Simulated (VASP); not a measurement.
# Be (Pm-3m) in VASP: further runs

Runs on Be. Level: r2SCAN. Tasks: single point.

All numbers are computed with VASP 6.6.1; they aren't measurements. Logs are shortened: lines on timing, memory, paths and dates and some standing lists are left out, and cuts for length are marked.

## (1) The cell of the first run

The structure is cubic, space group Pm-3m (No. 221). The conventional cell has a = 2.026 Å, b = 2.026 Å, c = 2.026 Å, α = 90.00°, β = 90.00°, γ = 90.00°. Be (site symmetry m-3m) has 6 Be at 2.03 Å within 2.7 Å.

## (2) Single point, r2SCAN

POSCAR

```
Be
1.0
    2.0256478605      0.0000000000      0.0000000000
    0.0000000000      2.0256478605      0.0000000000
    0.0000000000      0.0000000000      2.0256478605
Be
1
Direct
    0.0000000000      0.0000000000      0.0000000000
```

INCAR.step1

```
PREC = Accurate
ENCUT = 520
ISMEAR = 0
SIGMA = 0.1
LREAL = False
LASPH = True
NELM = 100
NBANDS = 7
GGA = PE
ALGO = Normal
EDIFF = 1E-4
LWAVE = True
LCHARG = False
```

INCAR.step2

```
PREC = Accurate
ENCUT = 520
EDIFF = 1E-6
ISMEAR = 0
SIGMA = 0.1
LREAL = False
LASPH = True
NELM = 100
ALGO = Normal
ISIF = 2
LWAVE = False
LCHARG = False
METAGGA = R2SCAN
LMIXTAU = True
NBANDS = 7
ISTART = 1
```

KPOINTS

```
regular mesh
0
Gamma
  8 8 8
```

Potentials or basis: VASP PAW PBE potentials, release 64 (Be).

Launch:

```bash
> cat potpaw_PBE.64/Be/POTCAR > POTCAR
> cp INCAR.step1 INCAR
> mpirun -np 1 vasp_std > vasp.out
> cp INCAR.step2 INCAR
> mpirun -np 1 vasp_std > vasp.out
```

OUTCAR:

```text
PREC = Accurate
   ENCUT = 520
   EDIFF = 1E-6
   ISMEAR = 0
   LREAL = False
   LASPH = True
   NELM = 100
   ISIF = 2
   METAGGA = R2SCAN
   ISTART = 1

 ion  position               nearest neighbor table
   1  0.000  0.000  0.000-

  LATTYP: Found a simple cubic cell.
 ALAT       =     2.0256478605

  Lattice vectors:

 A1 = (   2.0256478605,   0.0000000000,   0.0000000000)
 A2 = (   0.0000000000,   2.0256478605,   0.0000000000)
 A3 = (   0.0000000000,   0.0000000000,   2.0256478605)

Analysis of symmetry for initial positions (statically):
=====================================================================
 Subroutine PRICEL returns:
 Original cell was already a primitive cell.

 Routine SETGRP: Setting up the symmetry group for a
 simple cubic supercell.

 Subroutine GETGRP returns: Found 48 space group operations
 (whereof 48 operations were pure point group operations)
 out of a pool of 48 trial point group operations.

The static configuration has the point symmetry O_h .

Analysis of symmetry for dynamics (positions and initial velocities):
=====================================================================
 Subroutine PRICEL returns:
 Original cell was already a primitive cell.

 Routine SETGRP: Setting up the symmetry group for a
 simple cubic supercell.

 Subroutine GETGRP returns: Found 48 space group operations
 (whereof 48 operations were pure point group operations)
 out of a pool of 48 trial point group operations.

The dynamic configuration has the point symmetry O_h .

 Subroutine INISYM returns: Found 48 space group operations
 (whereof 48 operations are pure point group operations),
 and found     1 'primitive' translations

----------------------------------------------------------------------------------------

                                     Primitive cell

  volume of cell :       8.3117

  direct lattice vectors                    reciprocal lattice vectors
     2.025647860  0.000000000  0.000000000     0.493669220  0.000000000  0.000000000
     0.000000000  2.025647860  0.000000000     0.000000000  0.493669220  0.000000000
     0.000000000  0.000000000  2.025647860     0.000000000  0.000000000  0.493669220

  length of vectors
     2.025647860  2.025647860  2.025647860     0.493669220  0.493669220  0.493669220

  position of ions in fractional coordinates (direct lattice)
     0.000000000  0.000000000  0.000000000
[... 70 lines left out ...]
   ISPIN  =      1    spin polarized calculation?
   LNONCOLLINEAR =      F non collinear calculations
   LSORBIT =      F    spin-orbit coupling
   LASPH  =      T    aspherical Exc in radial PAW
   ENCUT  =  520.0 eV  38.22 Ry    6.18 a.u.   3.77  3.77  3.77*2*pi/ulx,y,z
   NELM   =    100;   NELMIN=  2; NELMDL=  0     # of ELM steps
   EDIFF  = 0.1E-05   stopping-criterion for ELM
   LREAL  =      F    real-space projection
   EDIFFG = 0.1E-04   stopping-criterion for IOM
   NSW    =      0    number of steps for IOM
   IBRION =     -1    ionic relax: 0-MD 1-quasi-New 2-CG
   NFREE  =      0    steps in history (QN), initial steepest desc. (CG)
   ISIF   =      2    stress and relaxation
   ISYM   =      2    0-nonsym 1-usesym 2-fastsym
   POTIM  = 0.5000    time-step for ionic-motion
   TEBEG  =    0.0;   TEEND  =   0.0 temperature during run
   PSTRESS=    0.0 pullay stress
   NELECT =       2.0000    total number of electrons
   NUPDOWN=      -1.0000    fix difference up-down
   EMIN   =  10.00;   EMAX   =-10.00  energy-range for DOS
   EFERMI =   0.00;   METHOD = LEGACY
   ISMEAR =     0;   SIGMA  =   0.10  broadening in eV -4-tet -1-fermi 0-gaus
   EFERMI_NEDOS =   21; number of points for ismear=-14 and -15
   IALGO  =     38    algorithm
   IMIX   =      4    mixing-type and parameters
     AMIX     =   0.40;   BMIX     =  1.00
     AMIX_MAG =   1.60;   BMIX_MAG =  1.00
  volume/ion in A,a.u.               =       8.31        56.09
  Fermi-wavevector in a.u.,A,eV,Ry     =   1.018250  1.924213 14.106957  1.036832
  Thomas-Fermi vector in A             =   2.151696
   LORBIT       =      0    0 simple, 1 ext, 2 COOP (PROOUT), +10 PAW based schemes
   METAGGA = R2SCAN    functional components
   LHFCALC =     F    Hartree Fock is set to
   AEXX    =    0.0000 exact exchange contribution
   IVDW    =     0    specifies the selected vdW correction
   LEPSILON=     F    determine dielectric tensor
   LRPA    =     F    only Hartree local field effects (RPA)
 non-spin polarized calculation
 Gauss-broadening in eV      SIGMA  =   0.10
  energy-cutoff  :      520.00
  volume of cell :        8.31
 maximum number of plane-waves:       251
 NGX is ok and might be reduce to    16
   NGX =  7   NGY =  7   NGZ =  7

 number of electron       2.0000000 magnetization

 Free energy of the ion-electron system (eV)
  ---------------------------------------------------
  ext. energy  EPLUGINS =         0.00000000
  ---------------------------------------------------
  free energy    TOTEN  =        -3.20831863 eV

  energy without entropy =       -3.20726534  energy(sigma->0) =       -3.20779199

 E-fermi :   6.8000     XC(G=0): -11.1282

 val. band max:        6.2796909949   @ k =   0.5000   0.2500   0.1250
 cond. band min:       6.8476636597   @ k =   0.5000   0.3750   0.0000
 fundamental gap:      0.5679726648
 Fermi energy:         6.7999700323

 k-point     1 :       0.0000    0.0000    0.0000
  band No.  band energies     occupation
      1      -5.2411      2.00000
      2      23.5922      0.00000
      3      23.5922      0.00000
      4      23.5922      0.00000
      5      29.3164      0.00000
      6      29.3164      0.00000
      7      41.4876      0.00000
[... 221 lines left out ...]
 k-point    24 :       0.5000    0.3750    0.1250
  band No.  band energies     occupation
      1       5.8703      2.00000
      2       7.3242      0.00000
      3      17.1722      0.00000
      4      17.4572      0.00000
      5      31.5719      0.00000
      6      35.9452      0.00000
      7      40.0752      0.00000

 [... further k-points ...]
[... 5 lines left out ...]
  --------------------------------------------------------------------------------------
  -------------------------------------------------------------------------------------
  Total        1.1718727      1.1718727      1.1718727      0.0000000      0.0000000     -0.0000000
  in kB      225.8911242    225.8911242    225.8911242      0.0000000      0.0000000     -0.0000000
  external PRESSURE =     225.8911242 kB  Pullay stress =       0.0000000 kB

 VOLUME and BASIS-vectors are now :
 -----------------------------------------------------------------------------
  energy-cutoff  :      520.00
  volume of cell :        8.31
      direct lattice vectors                 reciprocal lattice vectors
     2.025647860  0.000000000  0.000000000     0.493669220  0.000000000  0.000000000
     0.000000000  2.025647860  0.000000000     0.000000000  0.493669220  0.000000000
     0.000000000  0.000000000  2.025647860     0.000000000  0.000000000  0.493669220

 POSITION                                       TOTAL-FORCE (eV/Angst)
 -----------------------------------------------------------------------------------
      0.00000      0.00000      0.00000         0.000000      0.000000      0.000000
 -----------------------------------------------------------------------------------
    total drift:                               -0.000000     -0.000000     -0.000000

  FREE ENERGIE OF THE ION-ELECTRON SYSTEM (eV)
  ---------------------------------------------------
  free  energy   TOTEN  =        -3.2083186303 eV

  energy  without entropy=       -3.2072653399  energy(sigma->0) =       -3.20779199
```

OSZICAR.step1:

```text
N       E                     dE             d eps       ncg     rms          rms(c)
DAV:   1    -0.169765537274E+01   -0.16977E+01   -0.11900E+03   511   0.234E+02
DAV:   2    -0.271625982945E+01   -0.10186E+01   -0.10136E+01   665   0.230E+01
DAV:   3    -0.271780975846E+01   -0.15499E-02   -0.15499E-02   553   0.833E-01
DAV:   4    -0.271781006640E+01   -0.30794E-06   -0.30713E-06   714   0.127E-02
DAV:   5    -0.271781006673E+01   -0.32697E-09   -0.11297E-09   462   0.104E-04    0.692E-01
DAV:   6    -0.269543373101E+01    0.22376E-01   -0.37675E-03   525   0.568E-01    0.426E-01
DAV:   7    -0.268731866645E+01    0.81151E-02   -0.32907E-03   518   0.560E-01    0.517E-02
DAV:   8    -0.268731444512E+01    0.42213E-05   -0.16814E-05   532   0.411E-02
   1 F= -.26873144E+01 E0= -.26867878E+01  d E =-.105329E-02
```

Run time: 4.4 s. Hardware: 1 thread of AMD EPYC 9R45 (Zen 5), shared host; peak memory 0.08 GiB.

What came out:

* Free energy: -3.2083 eV
* Pressure: 22.6 GPa
* Band gap on the k mesh: zero (band 1 reaches 13.47 eV, above the bottom of band 2 at 4.92 eV)

Caveat: the k points lie up to 0.39 Å⁻¹ apart; the PAW data sets were made with another functional, which shifts forces and pressure a little.

## (3) Single point, r2SCAN

This run uses another cell than the first one, of 10.10 Å³/atom, 1.215 times its volume.

POSCAR

```
Be
1.0
    2.1616887032      0.0000000000      0.0000000000
    0.0000000000      2.1616887032      0.0000000000
    0.0000000000      0.0000000000      2.1616887032
Be
1
Direct
    0.0000000000      0.0000000000      0.0000000000
```

INCAR.step1

```
SYSTEM = Be
PREC = Accurate ; ENCUT = 520
ISMEAR = 0 ; SIGMA = 0.1
LREAL = .False. ; LASPH = .True.
NELM = 100 ; NBANDS = 7
GGA = PE ; ALGO = Normal
EDIFF = 1E-4 ; LWAVE = .True.
LCHARG = .False.
```

INCAR.step2

```
SYSTEM = Be
PREC = Accurate ; ENCUT = 520
EDIFF = 1E-6 ; ISMEAR = 0
SIGMA = 0.1 ; LREAL = .False.
LASPH = .True. ; NELM = 100
ALGO = Normal ; ISIF = 2
LWAVE = .False. ; LCHARG = .False.
METAGGA = R2SCAN ; LMIXTAU = .True.
NBANDS = 7 ; ISTART = 1
```

KPOINTS

```
regular mesh
0
Gamma
  8 8 8
  0 0 0
```

Potentials or basis: VASP PAW PBE potentials, release 64 (Be).

Launch:

```bash
> cat potpaw_PBE.64/Be/POTCAR > POTCAR
> cp INCAR.step1 INCAR
> mpirun -np 1 vasp_std > vasp.out
> cp INCAR.step2 INCAR
> mpirun -np 1 vasp_std > vasp.out
```

It took 3.9 s on 1 thread of AMD EPYC 9R45 (Zen 5), shared host; peak memory 0.08 GiB.

The run converged. Its results:

```yaml
Free_energy: -3.3179 eV
Pressure: 0.0 GPa
Band_gap_on_the_k_mesh: zero (band 1 reaches 11.05 eV, above the bottom of band 2 at 3.06 eV)
```

Levels at points of the mesh, in eV from the Fermi level:
```tsv
k point	band 1	band 2	band 3	band 4
(0.00, 0.00, 0.00)	-10.78	14.74	14.74	14.74
(0.50, 0.00, 0.00)	-5.28	-2.09	18.83	18.83
(0.50, 0.50, 0.00)	0.67	0.67	6.61	7.69
(0.50, 0.50, 0.50)	5.90	5.90	5.90	13.76
```

Caveat: the k points lie up to 0.36 Å⁻¹ apart; the PAW data sets were made with another functional, which shifts forces and pressure a little.
